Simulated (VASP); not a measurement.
Crystal: Mo.

```
Mo
1.0
    -1.57342    1.57342    1.57342
     1.57342   -1.57342    1.57342
     1.57342    1.57342   -1.57342
Mo
1
Direct
  0.00000 0.00000 0.00000
```

| Quantity | Value |
| --- | --- |
| Program | VASP 6.6.1 |
| Task | relaxation of cell and atoms |
| Functional | PBEsol |
| Potentials or basis | VASP PAW PBE potentials, release 64 (Mo_sv) |
| Cutoff | 500 eV |
| k mesh | 8 × 8 × 8 |
| Occupations | gaussian, width 0.1 eV |
| Spin | no spin polarisation |

At the start: pressure -3.3 GPa; volume 15.58 Å³/atom.

How do energy, volume and symmetry change on relaxing?

Over 3 steps the energy falls by 2.0 meV/atom and the volume is 15.39 Å³/atom (-1.2 %); space group Im-3m (No. 229, to 0.1 Å) before and after.

The path:
```tsv
step	energy change (eV)	largest force (eV/Å)	pressure (GPa)	volume (Å³)
1	0.0000	0.0000	-3.32	15.58
2	0.0142	0.0000	10.17	14.86
3	-0.0020	0.0000	-0.03	15.39
```

Final structure:
```yaml
crystal:
  lattice:
    - [-1.56701, 1.56701, 1.56701]
    - [1.56701, -1.56701, 1.56701]
    - [1.56701, 1.56701, -1.56701]
  atoms:
    - { symbol: Mo, position: [0.00000, 0.00000, 0.00000] }
```

Caveat: the PAW data sets were made with another functional, which shifts forces and pressure a little.
